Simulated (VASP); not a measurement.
# Bi2Se3 (R-3m) in VASP: notebook, part 2 of 3

VASP 6.6.1.

## 3. Single point, BLYP

INCAR

```
AGGAC = 1.0
AGGAX = 1.0
ALDAC = 0.0
ALDAX = 1.0
ALGO = Normal
EDIFF = 1E-6
ENCUT = 520
GGA = B5
ISIF = 2
ISMEAR = -1
LASPH = True
LCHARG = False
LREAL = False
LWAVE = False
NBANDS = 32
NELM = 80
PREC = Accurate
SIGMA = 0.05
```

KPOINTS

```
k-points
0
Gamma
  8 8 8
```

POSCAR

```
Bi2Se3
1.0
    2.0715000000      1.1959810826      9.5453333333
   -2.0715000000      1.1959810826      9.5453333333
    0.0000000000     -2.3919621653      9.5453333333
Bi Se
2 3
Direct
    0.5992000000      0.5992000000      0.5992000000
    0.4008000000      0.4008000000      0.4008000000
    0.7883000000      0.7883000000      0.7883000000
    0.2117000000      0.2117000000      0.2117000000
    0.0000000000      0.0000000000      0.0000000000
```

Potentials or basis: VASP PAW PBE potentials, release 64 (Bi_d, Se).

Command:

```bash
$ cat potpaw_PBE.64/Bi_d/POTCAR potpaw_PBE.64/Se/POTCAR > POTCAR
$ mpirun -np 1 vasp_std > vasp.out
```

OUTCAR:

```text
EDIFF = 1E-6
   ENCUT = 520
   GGA = B5
   ISIF = 2
   ISMEAR = -1
   LASPH = True
   LREAL = False
   NELM = 80
   PREC = Accurate

 ion  position               nearest neighbor table
   1  0.599  0.599  0.599-   4 2.85   4 2.85   4 2.85   5 3.07   5 3.07   5 3.07
   2  0.401  0.401  0.401-   3 2.85   3 2.85   3 2.85   5 3.07   5 3.07   5 3.07
   3  0.788  0.788  0.788-   2 2.85   2 2.85   2 2.85
   4  0.212  0.212  0.212-   1 2.85   1 2.85   1 2.85
   5  0.000  0.000  0.000-   1 3.07   1 3.07   2 3.07   2 3.07   1 3.07   2 3.07

  LATTYP: Found a trigonal (rhomboedric) cell.
 ALAT       =     9.8404710987
 COS(alpha) =     0.9113725833

  Lattice vectors:

 A1 = (   2.0715000000,   1.1959810826,   9.5453333333)
 A2 = (  -2.0715000000,   1.1959810826,   9.5453333333)
 A3 = (   0.0000000000,  -2.3919621653,   9.5453333333)

Analysis of symmetry for initial positions (statically):
=====================================================================
 Subroutine PRICEL returns:
 Original cell was already a primitive cell.

 Routine SETGRP: Setting up the symmetry group for a
 trigonal (rhombohedral) supercell.

 Subroutine GETGRP returns: Found 12 space group operations
 (whereof 12 operations were pure point group operations)
 out of a pool of 12 trial point group operations.

The static configuration has the point symmetry D_3d.

Analysis of symmetry for dynamics (positions and initial velocities):
=====================================================================
 Subroutine PRICEL returns:
 Original cell was already a primitive cell.

 Routine SETGRP: Setting up the symmetry group for a
 trigonal (rhombohedral) supercell.

 Subroutine GETGRP returns: Found 12 space group operations
 (whereof 12 operations were pure point group operations)
 out of a pool of 12 trial point group operations.

[... 118 lines left out ...]
   NUPDOWN=      -1.0000    fix difference up-down
   EMIN   =  10.00;   EMAX   =-10.00  energy-range for DOS
   EFERMI =   0.00;   METHOD = LEGACY
   ISMEAR =    -1;   SIGMA  =   0.05  broadening in eV -4-tet -1-fermi 0-gaus
   EFERMI_NEDOS =   21; number of points for ismear=-14 and -15
   IALGO  =     38    algorithm
   IMIX   =      4    mixing-type and parameters
     AMIX     =   0.40;   BMIX     =  1.00
     AMIX_MAG =   1.60;   BMIX_MAG =  1.00
  volume/ion in A,a.u.               =      28.38       191.50
  Fermi-wavevector in a.u.,A,eV,Ry     =   1.140700  2.155610 17.703848  1.301196
  Thomas-Fermi vector in A             =   2.277401
   LORBIT       =      0    0 simple, 1 ext, 2 COOP (PROOUT), +10 PAW based schemes
   GGA     = B5    functional components
   LHFCALC =     F    Hartree Fock is set to
   AEXX    =    0.0000 exact exchange contribution
   IVDW    =     0    specifies the selected vdW correction
   LEPSILON=     F    determine dielectric tensor
   LRPA    =     F    only Hartree local field effects (RPA)
 non-spin polarized calculation
  energy-cutoff  :      520.00
  volume of cell :      141.89
 maximum number of plane-waves:      3857
 NGX is ok and might be reduce to    80
   NGX = 37   NGY = 37   NGZ = 37

 number of electron      47.9999997 magnetization

 Free energy of the ion-electron system (eV)
  ---------------------------------------------------
  ext. energy  EPLUGINS =         0.00000000
  ---------------------------------------------------
  free energy    TOTEN  =       -17.10211016 eV

  energy without entropy =      -17.10195474  energy(sigma->0) =      -17.10203245

 E-fermi :   5.5446     XC(G=0):  -8.9100

 val. band max:        5.4126121217   @ k =   0.0000   0.0000   0.0000
 cond. band min:       5.6741227740   @ k =   0.0000   0.0000   0.0000
 fundamental gap:      0.2615106523
 Fermi energy:         5.5446492854

 k-point     1 :       0.0000    0.0000    0.0000
  band No.  band energies     occupation
      1     -17.7006      2.00000
      2     -17.7006      2.00000
      3     -17.6986      2.00000
      4     -17.6986      2.00000
      5     -17.6847      2.00000
      6     -17.6821      2.00000
[... 829 lines left out ...]
     31      10.3312      0.00000
     32      11.9547      0.00000

 [... further k-points ...]
[... 5 lines left out ...]
  --------------------------------------------------------------------------------------
  -------------------------------------------------------------------------------------
  Total        5.9004668      5.9004668      5.5751420     -0.0000000     -0.0000000      0.0000000
  in kB       66.6262482     66.6262482     62.9527806     -0.0000000     -0.0000000      0.0000000
  external PRESSURE =      65.4017590 kB  Pullay stress =       0.0000000 kB

 VOLUME and BASIS-vectors are now :
 -----------------------------------------------------------------------------
  energy-cutoff  :      520.00
  volume of cell :      141.89
      direct lattice vectors                 reciprocal lattice vectors
     2.071500000  1.195981083  9.545333333     0.241370987  0.139355604  0.034921078
    -2.071500000  1.195981083  9.545333333    -0.241370987  0.139355604  0.034921078
     0.000000000 -2.391962165  9.545333333     0.000000000 -0.278711209  0.034921078

 POSITION                                       TOTAL-FORCE (eV/Angst)
 -----------------------------------------------------------------------------------
      0.00000     -0.00000     17.15869         0.000000     -0.000000      0.146650
      0.00000     -0.00000     11.47731         0.000000      0.000000     -0.146650
      0.00000     -0.00000     22.57376         0.000000     -0.000000      0.344282
      0.00000     -0.00000      6.06224         0.000000      0.000000     -0.344282
      0.00000      0.00000      0.00000         0.000000     -0.000000     -0.000000
 -----------------------------------------------------------------------------------
    total drift:                                0.000000      0.000000     -0.000000

  FREE ENERGIE OF THE ION-ELECTRON SYSTEM (eV)
  ---------------------------------------------------
  free  energy   TOTEN  =       -17.1021101603 eV

  energy  without entropy=      -17.1019547392  energy(sigma->0) =      -17.10203245
```

OSZICAR:

```text
N       E                     dE             d eps       ncg     rms          rms(c)
DAV:   1     0.477605188386E+03    0.47761E+03   -0.22815E+04  4160   0.155E+03
DAV:   2     0.387140202435E+02   -0.43889E+03   -0.42009E+03  4216   0.414E+02
DAV:   3    -0.158748472446E+02   -0.54589E+02   -0.51821E+02  5520   0.152E+02
DAV:   4    -0.181548062791E+02   -0.22800E+01   -0.22694E+01  4544   0.327E+01
DAV:   5    -0.182373601862E+02   -0.82554E-01   -0.82544E-01  5976   0.648E+00    0.534E+00
DAV:   6    -0.170729221331E+02    0.11644E+01   -0.16981E+00  5760   0.969E+00    0.318E+00
DAV:   7    -0.170892977149E+02   -0.16376E-01   -0.47416E-01  4584   0.289E+00    0.180E+00
DAV:   8    -0.171000370499E+02   -0.10739E-01   -0.58810E-02  5392   0.115E+00    0.696E-01
DAV:   9    -0.171017766615E+02   -0.17396E-02   -0.27504E-03  5104   0.471E-01    0.146E-01
DAV:  10    -0.171020137079E+02   -0.23705E-03   -0.12135E-03  4904   0.190E-01    0.577E-02
DAV:  11    -0.171020673843E+02   -0.53676E-04   -0.14076E-04  4648   0.729E-02    0.344E-02
DAV:  12    -0.171021094105E+02   -0.42026E-04   -0.73668E-05  4368   0.485E-02    0.910E-03
DAV:  13    -0.171021101603E+02   -0.74972E-06   -0.36972E-06  4768   0.140E-02
   1 F= -.17102110E+02 E0= -.17102032E+02  d E =-.155421E-03
```

stdout:

```text
POSCAR found type information on POSCAR BiSe
 POSCAR found :  2 types and       5 ions
 scaLAPACK will be used
 -----------------------------------------------------------------------------
|                                                                             |
|                                                                             |
|     You enforced a specific xc type in the INCAR file but a different       |
|     I HOPE YOU KNOW WHAT YOU ARE DOING!                                     |
|                                                                             |
 -----------------------------------------------------------------------------

 LDA part: xc-table for (Slater(with rela. corr.)+VWN5), standard interpolation
 POSCAR, INCAR and KPOINTS ok, starting setup
 FFT: planning ... GRIDC
 FFT: planning ... GRID_SOFT
 FFT: planning ... GRID
 WAVECAR not read
 entering main loop
```

Run time: 17 min. Hardware: 1 thread of Intel Xeon Platinum 8488C (Sapphire Rapids), shared host; peak memory 1 GiB.

What came out:

```yaml
Free_energy: -17.1021 eV
Pressure: 6.5 GPa
Largest_force: 0.344 eV/Å
Band_gap_on_the_k_mesh: 0.26 eV
```

Forces in eV/Å, atoms in the order of the input:
```
Bi   0.000  0.000  0.147
Bi   0.000  0.000 -0.147
Se   0.000  0.000  0.344
Se   0.000  0.000 -0.344
Se   0.000  0.000  0.000
```

Stress tensor (GPa, compression positive):
```
6.66 0.00 0.00
0.00 6.66 0.00
0.00 0.00 6.30
```

Levels at points of the mesh, in eV from the valence-band top:
```csv
k point,band 20,band 21,band 22,band 23,band 24,band 25,band 26,band 27,band 28,band 29
"(0.00, 0.00, 0.00)",-1.88,-1.88,-1.21,-1.21,0.00,0.26,1.36,1.36,2.13,2.65
"(0.50, 0.00, 0.00)",-3.02,-2.98,-2.12,-1.24,-0.55,0.86,1.89,3.00,3.12,4.08
"(0.50, 0.50, 0.00)",-2.58,-1.88,-1.86,-1.64,-1.00,1.38,1.96,2.55,2.96,3.45
"(0.50, 0.50, 0.50)",-1.64,-1.54,-1.38,-1.38,-0.44,0.66,1.66,1.66,2.06,2.32
```

Caveat: the cell stands under pressure; the PAW data sets were made with another functional, which shifts forces and pressure a little; spin-orbit coupling is left out, which moves the levels of the heavy elements. A k mesh can miss the band edges.

## 4. Single point, revPBE

This run uses another cell than the first one, of 29.51 Å³/atom.

INCAR

```
PREC     = Accurate       # precision mode
ENCUT    = 520            # plane-wave cutoff, eV
EDIFF    = 1E-7           # SCF threshold, eV
ISMEAR   = -1             # smearing method
SIGMA    = 0.05           # smearing width, eV
LREAL    = False          # projectors in reciprocal space
LASPH    = True           # aspherical terms in the spheres
NELM     = 60             # most SCF steps
ALGO     = Normal         # electronic algorithm
ISIF     = 2              # what is computed and relaxed
LWAVE    = False          # write WAVECAR
LCHARG   = True           # write CHGCAR
GGA      = RE             # functional
LELF     = True           # ELF
LVHAR    = True         
NBANDS   = 32             # bands
```

KPOINTS

```
regular mesh
0
Gamma
  8 8 8
```

Changes to POSCAR since step 3:

```diff
@@ -2,5 +2,5 @@
 1.0
-    2.0715000000      1.1959810826      9.5453333333
-   -2.0715000000      1.1959810826      9.5453333333
-    0.0000000000     -2.3919621653      9.5453333333
+    2.0987597050      1.2117194806      9.6709442292
+   -2.0987597050      1.2117194806      9.6709442292
+    0.0000000000     -2.4234389614      9.6709442292
 Bi Se
```

Potentials or basis: VASP PAW PBE potentials, release 64 (Bi_d, Se).

Command:

```bash
$ cat potpaw_PBE.64/Bi_d/POTCAR potpaw_PBE.64/Se/POTCAR > POTCAR
$ mpirun -np 1 vasp_std > vasp.out
```

OUTCAR:

```text
PREC = Accurate
   ENCUT = 520
   EDIFF = 1E-7
   ISMEAR = -1
   LREAL = False
   LASPH = True
   NELM = 60
   ISIF = 2
   GGA = RE

 ion  position               nearest neighbor table
   1  0.599  0.599  0.599-   4 2.89   4 2.89   4 2.89   5 3.12   5 3.12   5 3.12
   2  0.401  0.401  0.401-   3 2.89   3 2.89   3 2.89   5 3.12   5 3.12   5 3.12
   3  0.788  0.788  0.788-   2 2.89   2 2.89   2 2.89
   4  0.212  0.212  0.212-   1 2.89   1 2.89   1 2.89
   5  0.000  0.000  0.000-   1 3.12   1 3.12   2 3.12   2 3.12   1 3.12   2 3.12

  LATTYP: Found a trigonal (rhomboedric) cell.
 ALAT       =     9.9699658316
 COS(alpha) =     0.9113725833

  Lattice vectors:

 A1 = (   2.0987597050,   1.2117194806,   9.6709442292)
 A2 = (  -2.0987597050,   1.2117194806,   9.6709442292)
 A3 = (   0.0000000000,  -2.4234389614,   9.6709442292)

Analysis of symmetry for initial positions (statically):
=====================================================================
 Subroutine PRICEL returns:
 Original cell was already a primitive cell.

 Routine SETGRP: Setting up the symmetry group for a
 trigonal (rhombohedral) supercell.

 Subroutine GETGRP returns: Found 12 space group operations
 (whereof 12 operations were pure point group operations)
 out of a pool of 12 trial point group operations.

The static configuration has the point symmetry D_3d.

Analysis of symmetry for dynamics (positions and initial velocities):
=====================================================================
 Subroutine PRICEL returns:
 Original cell was already a primitive cell.

 Routine SETGRP: Setting up the symmetry group for a
 trigonal (rhombohedral) supercell.

 Subroutine GETGRP returns: Found 12 space group operations
[... 125 lines left out ...]
   EFERMI_NEDOS =   21; number of points for ismear=-14 and -15
   IALGO  =     38    algorithm
   IMIX   =      4    mixing-type and parameters
     AMIX     =   0.40;   BMIX     =  1.00
     AMIX_MAG =   1.60;   BMIX_MAG =  1.00
  volume/ion in A,a.u.               =      29.51       199.16
  Fermi-wavevector in a.u.,A,eV,Ry     =   1.125884  2.127612 17.246942  1.267614
  Thomas-Fermi vector in A             =   2.262563
   LORBIT       =      0    0 simple, 1 ext, 2 COOP (PROOUT), +10 PAW based schemes
   GGA     = RE    functional components
   LHFCALC =     F    Hartree Fock is set to
   AEXX    =    0.0000 exact exchange contribution
   IVDW    =     0    specifies the selected vdW correction
   LEPSILON=     F    determine dielectric tensor
   LRPA    =     F    only Hartree local field effects (RPA)
 non-spin polarized calculation
  energy-cutoff  :      520.00
  volume of cell :      147.57
 maximum number of plane-waves:      3988
 NGX is ok and might be reduce to    80
   NGX = 37   NGY = 37   NGZ = 37

 number of electron      48.0000001 magnetization

 Free energy of the ion-electron system (eV)
  ---------------------------------------------------
  ext. energy  EPLUGINS =         0.00000000
  ---------------------------------------------------
  free energy    TOTEN  =       -18.67243315 eV

  energy without entropy =      -18.67230537  energy(sigma->0) =      -18.67236926

 E-fermi :   4.7238     XC(G=0):  -9.2071

 val. band max:        4.5713913229   @ k =   0.0000   0.0000   0.0000
 cond. band min:       4.8704388047   @ k =   0.0000   0.0000   0.0000
 fundamental gap:      0.2990474818
 Fermi energy:         4.7237754528

 k-point     1 :       0.0000    0.0000    0.0000
  band No.  band energies     occupation
      1     -18.5516      2.00000
      2     -18.5516      2.00000
      3     -18.5506      2.00000
      4     -18.5506      2.00000
      5     -18.5501      2.00000
      6     -18.5479      2.00000
[... 829 lines left out ...]
     31       9.4254      0.00000
     32      11.0162      0.00000

 [... further k-points ...]

------------------------ aborting loop because EDIFF is reached ----------------------------------------

  FORCE on cell =-STRESS in cart. coord.  units (eV):
  Direction    XX          YY          ZZ          XY          YZ          ZX
  --------------------------------------------------------------------------------------
  -------------------------------------------------------------------------------------
  Total        1.1184472      1.1184472      1.2605586      0.0000000     -0.0000000      0.0000000
  in kB       12.1434237     12.1434237     13.6863834      0.0000000     -0.0000000      0.0000000
  external PRESSURE =      12.6577436 kB  Pullay stress =       0.0000000 kB

 VOLUME and BASIS-vectors are now :
 -----------------------------------------------------------------------------
  energy-cutoff  :      520.00
  volume of cell :      147.57
      direct lattice vectors                 reciprocal lattice vectors
     2.098759705  1.211719481  9.670944229     0.238235944  0.137545587  0.034467507
    -2.098759705  1.211719481  9.670944229    -0.238235944  0.137545587  0.034467507
     0.000000000 -2.423438961  9.670944229     0.000000000 -0.275091173  0.034467507

 POSITION                                       TOTAL-FORCE (eV/Angst)
 -----------------------------------------------------------------------------------
      0.00000     -0.00000     17.38449         0.000000     -0.000000      0.052871
      0.00000     -0.00000     11.62834         0.000000      0.000000     -0.052871
      0.00000     -0.00000     22.87082         0.000000      0.000000     -0.128069
      0.00000     -0.00000      6.14202         0.000000     -0.000000      0.128069
      0.00000      0.00000      0.00000         0.000000      0.000000     -0.000000
 -----------------------------------------------------------------------------------
    total drift:                                0.000000      0.000000     -0.000000

  FREE ENERGIE OF THE ION-ELECTRON SYSTEM (eV)
  ---------------------------------------------------
  free  energy   TOTEN  =       -18.6724331527 eV

  energy  without entropy=      -18.6723053669  energy(sigma->0) =      -18.67236926
```

Run time: 28 min. Hardware: 1 thread of AMD EPYC 9R45 (Zen 5), shared host; peak memory 1 GiB.

Results:

- Free energy: -18.6724 eV
- Pressure: 1.3 GPa
- Largest force: 0.128 eV/Å
- Band gap on the k mesh: 0.30 eV

Forces in eV/Å, atoms in the order of the input:
```
Bi   0.000  0.000  0.053
Bi   0.000  0.000 -0.053
Se   0.000  0.000 -0.128
Se   0.000  0.000  0.128
Se   0.000  0.000  0.000
```

Caveat: the PAW data sets were made with another functional, which shifts forces and pressure a little; spin-orbit coupling is left out, which moves the levels of the heavy elements. A k mesh can miss the band edges.

[end of part 2 of 3]
